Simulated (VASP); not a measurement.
# WSe2 in VASP: notebook, part 2 of 2

VASP 6.6.1.

## 4. Single point, PBEsol+D3(BJ) (equal strain along all axes, cell held: +3.0 %, then relaxed in part)

Contents of INCAR:

```
SYSTEM = WSe2
  ALGO = Normal
  EDIFF = 1E-6
  ENCUT = 520
  GGA = PS
  ISIF = 2
  ISMEAR = 0
  IVDW = 12
  LASPH = .TRUE.
  LCHARG = .FALSE.
  LREAL = .FALSE.
  LWAVE = .FALSE.
  NBANDS = 35
  NELM = 80
  PREC = Accurate
  SIGMA = 0.02
```

Contents of KPOINTS:

```
k-points
0
G
  12 12 4
  0 0 0
```

Contents of POSCAR:

```
WSe2
1.0
    3.3277645134      0.0000000000      0.0000000000
   -1.6638822567      2.8819286064      0.0000000000
    0.0000000000      0.0000000000     12.7895320322
W Se
2 4
Direct
    0.6666666667      0.3333333333      0.2499821196
    0.3333333333      0.6666666667      0.7500178804
    0.3333333333      0.6666666667      0.3791237712
    0.6666666667      0.3333333333      0.8791594820
    0.3333333333      0.6666666667      0.1208405180
    0.6666666667      0.3333333333      0.6208762288
```

Potentials or basis: VASP PAW PBE potentials, release 64 (W_sv, Se).

Command:

```sh
$ cat potpaw_PBE.64/W_sv/POTCAR potpaw_PBE.64/Se/POTCAR > POTCAR
$ mpirun -np 1 vasp_std > vasp.out
```

OUTCAR:

```text
SYSTEM = WSe2
   EDIFF = 1E-6
   ENCUT = 520
   GGA = PS
   ISIF = 2
   ISMEAR = 0
   IVDW = 12
   LASPH = .TRUE.
   LREAL = .FALSE.
   NELM = 80
   PREC = Accurate
 IVDW          = 12

 ion  position               nearest neighbor table
   1  0.667  0.333  0.250-   5 2.53   5 2.53   5 2.53   3 2.53   3 2.53   3 2.53
   2  0.333  0.667  0.750-   4 2.53   4 2.53   4 2.53   6 2.53   6 2.53   6 2.53
   3  0.333  0.667  0.379-   1 2.53   1 2.53   1 2.53
[... 1126 lines left out ...]
  --------------------------------------------------------------------------------------
  -------------------------------------------------------------------------------------
  Total      -5.19422    -5.19422    -1.74732     0.00000     0.00000     0.00000
  in kB     -67.84853   -67.84853   -22.82405     0.00000     0.00000     0.00000
  external pressure =      -52.84 kB  Pullay stress =        0.00 kB

 VOLUME and BASIS-vectors are now :
 -----------------------------------------------------------------------------
  energy-cutoff  :      520.00
  volume of cell :      122.66
      direct lattice vectors                 reciprocal lattice vectors
     3.327764513  0.000000000  0.000000000     0.300502033  0.173494929  0.000000000
    -1.663882257  2.881928606  0.000000000     0.000000000  0.346989859  0.000000000
     0.000000000  0.000000000 12.789532032     0.000000000  0.000000000  0.078188944

 POSITION                                       TOTAL-FORCE (eV/Angst)
 -----------------------------------------------------------------------------------
      1.66388      0.96064      3.19715        -0.000000     -0.000000      0.000110
     -0.00000      1.92129      9.59238         0.000000      0.000000     -0.000110
     -0.00000      1.92129      4.84882         0.000000     -0.000000      0.060984
      1.66388      0.96064     11.24404         0.000000     -0.000000      0.060733
     -0.00000      1.92129      1.54549         0.000000      0.000000     -0.060733
      1.66388      0.96064      7.94072         0.000000      0.000000     -0.060984
 -----------------------------------------------------------------------------------
    total drift:                               -0.000000      0.000000     -0.000000

  FREE ENERGIE OF THE ION-ELECTRON SYSTEM (eV)
  ---------------------------------------------------
  free  energy   TOTEN  =       -49.1008550200 eV

  energy  without entropy=      -49.1008550200  energy(sigma->0) =      -49.10085502
```

Wall time 5.8 min (1 thread of Intel Xeon 6975P-C, shared host); peak memory 0.42 GiB.

What came out:

```yaml
Free_energy: -49.1009 eV
Pressure: -5.3 GPa
Largest_force: 0.061 eV/Å
Band_gap_on_the_k_mesh: 0.88 eV, indirect (least direct gap 1.36 eV)
Dispersion_energy_per_atom: -0.434 eV
```

Forces on the atoms (eV/Å):
```
W    0.000  0.000  0.000
W    0.000  0.000  0.000
Se   0.000  0.000  0.061
Se   0.000  0.000  0.061
Se   0.000  0.000 -0.061
Se   0.000  0.000 -0.061
```

Stress tensor (GPa, compression positive):
```
-6.78  0.00  0.00
 0.00 -6.78  0.00
 0.00  0.00 -2.28
```

Caveat: the cell differs from its parent crystal (equal strain along all axes, cell held: +3.0 %, then relaxed in part); the PAW data sets were made with another functional, which shifts forces and pressure a little; spin-orbit coupling is left out, which moves the levels of the heavy elements. A k mesh can miss the band edges.

## 5. Single point, PBEsol+D3(BJ) (biaxial strain in the a-b plane: +4.5 %)

Contents of INCAR:

```
SYSTEM = WSe2
ALGO     = Normal         ! electronic algorithm
EDIFF    = 1E-7           ! SCF threshold, eV
ENCUT    = 520            ! plane-wave cutoff, eV
GGA      = PS             ! functional
ISIF     = 2              ! what is computed and relaxed
ISMEAR   = 0              ! smearing method
IVDW     = 12             ! dispersion correction
LASPH    = .TRUE.         ! aspherical terms in the spheres
LCHARG   = .FALSE.        ! write CHGCAR
LREAL    = .FALSE.        ! projectors in reciprocal space
LWAVE    = .FALSE.        ! write WAVECAR
NBANDS   = 35             ! bands
NELM     = 80             ! most SCF steps
PREC     = Accurate       ! precision mode
SIGMA    = 0.02           ! smearing width, eV
```

KPOINTS is that of step 4.

Contents of POSCAR:

```
WSe2
1.0
    3.3758513213      0.0000000000      0.0000000000
   -1.6879256607      2.9235730037      0.0000000000
    0.0000000000      0.0000000000     12.0814291338
W Se
2 4
Direct
    0.6666666667      0.3333333333      0.2499989805
    0.3333333333      0.6666666667      0.7500010195
    0.3333333333      0.6666666667      0.3840548006
    0.6666666667      0.3333333333      0.8840571681
    0.3333333333      0.6666666667      0.1159428319
    0.6666666667      0.3333333333      0.6159451994
```

Command:

```sh
$ cat potpaw_PBE.64/W_sv/POTCAR potpaw_PBE.64/Se/POTCAR > POTCAR
$ mpirun -np 1 vasp_std > vasp.out
```

Wall time 8.1 min (1 thread of Intel Xeon Platinum 8259CL at 2.50GHz (Skylake/Cascade Lake), shared host); peak memory 0.38 GiB.

It converged, with:

* Free energy: -48.9673 eV
* Pressure: -5.3 GPa
* Largest force: 0.152 eV/Å
* Band gap on the k mesh: 0.54 eV, indirect (least direct gap 1.13 eV)
* Dispersion energy per atom: -0.448 eV

Forces in eV/Å, atoms in the order of the input:
```
W    0.000  0.000  0.000
W    0.000  0.000  0.000
Se   0.000  0.000  0.152
Se   0.000  0.000  0.152
Se   0.000  0.000 -0.152
Se   0.000  0.000 -0.152
```

Stress tensor (GPa, compression positive):
```
-9.08  0.00  0.00
 0.00 -9.08  0.00
 0.00  0.00  2.15
```

Levels at points of the mesh, in eV from the valence-band top:
| k point | band 22 | band 23 | band 24 | band 25 | band 26 | band 27 | band 28 | band 29 | band 30 | band 31 |
| --- | --- | --- | --- | --- | --- | --- | --- | --- | --- | --- |
| (0.00, 0.00, 0.00) | -2.14 | -2.14 | -1.07 | -0.44 | 0.00 | 2.03 | 2.03 | 2.10 | 2.10 | 2.13 |
| (0.50, 0.00, 0.00) | -2.36 | -2.17 | -1.87 | -1.70 | -1.48 | 1.37 | 1.46 | 1.73 | 1.90 | 2.52 |
| (0.00, 0.00, 0.50) | -2.20 | -2.20 | -2.20 | -0.07 | -0.07 | 2.02 | 2.02 | 2.02 | 2.02 | 2.39 |
| (0.50, 0.00, 0.50) | -2.69 | -1.93 | -1.93 | -1.61 | -1.60 | 1.41 | 1.41 | 1.84 | 1.84 | 2.98 |

Caveat: the cell differs from its parent crystal (biaxial strain in the a-b plane: +4.5 %); the PAW data sets were made with another functional, which shifts forces and pressure a little; spin-orbit coupling is left out, which moves the levels of the heavy elements. A k mesh can miss the band edges.

## 6. Summary

```csv
cell,gap on the mesh (eV),pressure (GPa),largest force (eV/Å)
"a = 3.279, b = 3.279, c = 12.603 Å, angles 90.0, 90.0, 120.0°, 6 atoms",0.80,-2.8,0.06
"a = 3.328, b = 3.328, c = 12.790 Å, angles 90.0, 90.0, 120.0°, 6 atoms",0.88,-5.3,0.06
"a = 3.376, b = 3.376, c = 12.081 Å, angles 90.0, 90.0, 120.0°, 6 atoms",0.54,-5.3,0.15
```

Alike in all rows: task single point; level PBEsol+D3(BJ); potentials or basis VASP PAW PBE potentials, release 64 (W_sv, Se); no spin polarisation; k mesh 12 × 12 × 4; cutoff (eV) 520; smearing gaussian 0.02 eV.

Caveats: the PAW data sets were made with another functional, which shifts forces and pressure a little; spin-orbit coupling is left out, which moves the levels of the heavy elements.

Total energies depend on the potentials used, so only differences within one code and one set of settings carry meaning.
